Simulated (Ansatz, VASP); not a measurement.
## Al2Cu in VASP and in Ansatz

```
CELL_PARAMETERS angstrom
1.46886 -2.41005 -0.00186
-4.39726 -2.40565 -0.00384
-0.00328 -0.00373 -6.26406
ATOMIC_POSITIONS crystal
Al 0.49437 0.83235 0.81690
Al 0.99434 0.33231 0.81690
Al 0.00563 0.66765 0.18310
Al 0.50566 0.16769 0.18310
Cu 0.49997 0.49998 0.50001
Cu 0.00003 0.00002 0.49999
```

Change from the starting cell: cell x2, atoms moved at random (sigma 0.05 Å) and cell strained at random (1.5 %), then relaxed without symmetry.

Alike in both runs: functional PBE; k mesh 8 × 4 × 4; occupations gaussian, width 0.2 eV; no spin polarisation.

Ansatz relaxed the structure, and its values are those at the end. VASP's run is a single point on that final structure, the one shown.

|  | VASP | Ansatz |
| --- | --- | --- |
| version | VASP 6.6.1 | Ansatz 0.2.0 |
| potentials or method | VASP PAW PBE potentials, release 64 (Al, Cu), cutoff 520 eV | scalar-relativistic, plane waves, PAW |
| valence electrons in the cell | 34 | 50 |

Ansatz gave:

| Quantity | Value |
| --- | --- |
| gap on the k mesh at the Fermi level (eV) | none |
| pressure (GPa) | 0.0 |
| rms of the force components (eV/Å) | 0.009 |

Question: Which values does VASP return?

Answer: gap on the k mesh at the Fermi level (eV): none; pressure (GPa): 0.1; rms of the force components (eV/Å): 0.001.

A gap of «none» marks a metal or a gap that the smearing closes. VASP's potentials hold 34 valence electrons a cell and Ansatz's 50, so a difference there can come from the potentials and not from the codes.
